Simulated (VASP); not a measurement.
Input of a VASP 6.6.1 run:

Contents of INCAR:

```
SYSTEM = SnSe
  PREC = Accurate
  ENCUT = 520
  EDIFF = 1E-8
  ISMEAR = -1
  SIGMA = 0.01
  LREAL = .False.
  LASPH = .True.
  NELM = 100
  ALGO = Normal
  ISIF = 2
  LWAVE = .False.
  LCHARG = .False.
  GGA = PS
  LEFG = .True.
  NBANDS = 17
```

The input KPOINTS:

```
Automatic mesh
0
Gamma
  7 7 7
  0 0 0
```

Contents of POSCAR:

```
SnSe
1.0
    0.0000000000      3.0100000000      3.0401000000
    3.0100000000      0.0000000000      3.0401000000
    3.0100000000      3.0100000000      0.0000000000
Sn Se
1 1
Direct
    0.0000000000      0.0000000000      0.0000000000
    0.5000000000      0.5000000000      0.5000000000
```

Potentials or basis: VASP PAW PBE potentials, release 64 (Sn_d, Se).

Launch:

```bash
$ cat potpaw_PBE.64/Sn_d/POTCAR potpaw_PBE.64/Se/POTCAR > POTCAR
$ mpirun -np 1 vasp_std > vasp.out
```

Problem. Estimate the pressure.

Solution. -2.3 GPa.

Problem. Estimate the band gap on the k mesh.

Solution. 0.70 eV (least direct gap 0.71 eV).

Electric field gradients, principal values (V/Å²):
```csv
atom,least,middle,greatest (by size)
1 Sn,-6.700,-6.703,13.403
2 Se,-0.762,-0.763,1.525
```

Caveat: the cell differs from its parent crystal (zz strain of +1 %); without QUAD_EFG the Cq values of the log hold for a quadrupole moment of 1 mb, not for the nuclei; the PAW data sets were made with another functional, which shifts forces and pressure a little; spin-orbit coupling is left out, which moves the levels of the heavy elements; an odd mesh through Γ misses points on the zone boundary, where band edges can lie.
